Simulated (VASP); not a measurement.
BP, 2 atoms in the cell. It takes space group F-43m (No. 216, cubic). Conventional cell: a = 4.520 Å, b = 4.520 Å, c = 4.520 Å, α = 90.00°, β = 90.00°, γ = 90.00°. B (site symmetry -43m) has 4 P at 1.96 Å within 2.6 Å. P (site symmetry -43m) has 4 B at 1.96 Å within 2.6 Å. 

```yaml
Program: VASP 6.6.1
Task: single point
Functional: PBEsol
Potentials_or_basis: VASP PAW PBE potentials, release 64 (B, P)
Cutoff: 520 eV
k_mesh: 10 × 10 × 10
Occupations: gaussian, width 0.02 eV
Spin: no spin polarisation
Dipole_correction: no
Further_INCAR_settings: ALGO = Normal; EDIFF = 1e-06; NBANDS = 11
```

Potentials or basis: VASP PAW PBE potentials, release 64 (B, P).

The run is started by

```sh
$ cat potpaw_PBE.64/B/POTCAR potpaw_PBE.64/P/POTCAR > POTCAR
$ mpirun -np 1 vasp_std > vasp.out
```

Hardware: 1 thread of Intel Xeon 6975P-C, with other jobs on the host.

Problem. Estimate the wall time of this run.

Solution. It took 5.1 s on 1 thread of Intel Xeon 6975P-C (shared host), peak memory 0.14 GiB. Counts: scf iterations 12, k points 47.
